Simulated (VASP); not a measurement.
The system is Nb.

```
Nb
1.0
    -1.68585    1.68585    1.68585
     1.68585   -1.68585    1.68585
     1.68585    1.68585   -1.68585
Nb
1
Direct
  0.00000 0.00000 0.00000
```

This cell differs from its parent crystal: volume scaled by 1.04.

Base run:

| Item | Value |
| --- | --- |
| Program | VASP 6.6.1 |
| Functional | LDA |
| Potentials or basis | VASP PAW LDA potentials, release 64 (Nb_sv) |
| Cutoff | 500 eV |
| k mesh | 11 × 11 × 11 |
| Occupations | methfessel-paxton, width 0.01 eV |
| Spin | no spin polarisation |
| Hubbard terms | Nb d U = 4.0 eV |

Its results: pressure -7.8 GPa.

Problem. The run is repeated on the same cell with these changes: occupations from methfessel-paxton, width 0.01 eV to fermi-dirac, width 0.05 eV; hubbard terms from Nb d U = 4.0 eV to none. What comes out?

Solution. Pressure -17.1 GPa.

Caveats: U without spin polarisation on a metal has little footing (some runs); the U is typed as a test and isn't derived for this compound (some runs).
